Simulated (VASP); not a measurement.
Wanted: the native input for a VASP 6.6.1 run.

| Quantity | Value |
| --- | --- |
| Task | electric field gradients |
| Functional | PBE |
| Potentials or basis | VASP PAW PBE potentials, release 64 (Pb_d, S) |
| Cutoff | 520 eV |
| k mesh | 7 × 7 × 3 |
| Occupations | fermi-dirac, width 0.01 eV |
| Spin | no spin polarisation |
| Dipole correction | no |
| Further INCAR settings | ALGO = Normal; EDIFF = 1e-08; NBANDS = 28 |

The structure of PbS lies in POSCAR:

```
PbS
1.0
    2.9695000000     -2.9294050000     -0.0004050000
    2.9115000000      2.8705950000     -0.0584050000
   -1.1971429000     -0.1062924000     11.7200905000
Pb S
2 2
Direct
    0.7756000000      0.7756000000      0.6363800000
    0.2244000000      0.2244000000      0.3636200000
    0.2684000000      0.2684000000      0.5986000000
    0.7316000000      0.7316000000      0.4014000000
```

This cell differs from its parent crystal: equal xy, yz and zx shear strains of -2 %.

One way to write it, as run:

INCAR

```
PREC = Accurate
ENCUT = 520
EDIFF = 1E-8
ISMEAR = -1
SIGMA = 0.01
LREAL = F
LASPH = T
NELM = 100
ALGO = Normal
ISIF = 2
LWAVE = F
LCHARG = F
GGA = PE
LEFG = T
NBANDS = 28
```

KPOINTS

```
Automatic mesh
0
Gamma
  7 7 3
```

Potentials or basis: VASP PAW PBE potentials, release 64 (Pb_d, S).

Launch:

```console
$ cat potpaw_PBE.64/Pb_d/POTCAR potpaw_PBE.64/S/POTCAR > POTCAR
$ mpirun -np 1 vasp_std > vasp.out
```

It gave:

```json
{
  "Largest force": "0.410 eV/Å",
  "Band gap on the k mesh": "1.26 eV",
  "Largest electric field gradient by atom": "Pb -133.5; S -6.8 V/Å²"
}
```

Caveat: the cell differs from its parent crystal (equal xy, yz and zx shear strains of -2 %); there is no dipole correction, which matters where the two faces differ; without QUAD_EFG the Cq values of the log hold for a quadrupole moment of 1 mb, not for the nuclei; spin-orbit coupling is left out, which moves the levels of the heavy elements.

Run time: 6.9 min on 1 thread of Intel(R) Xeon(R) Platinum 8259CL CPU @ 2.50GHz (Skylake/Cascade Lake) (shared host), peak memory 0.5 GiB.
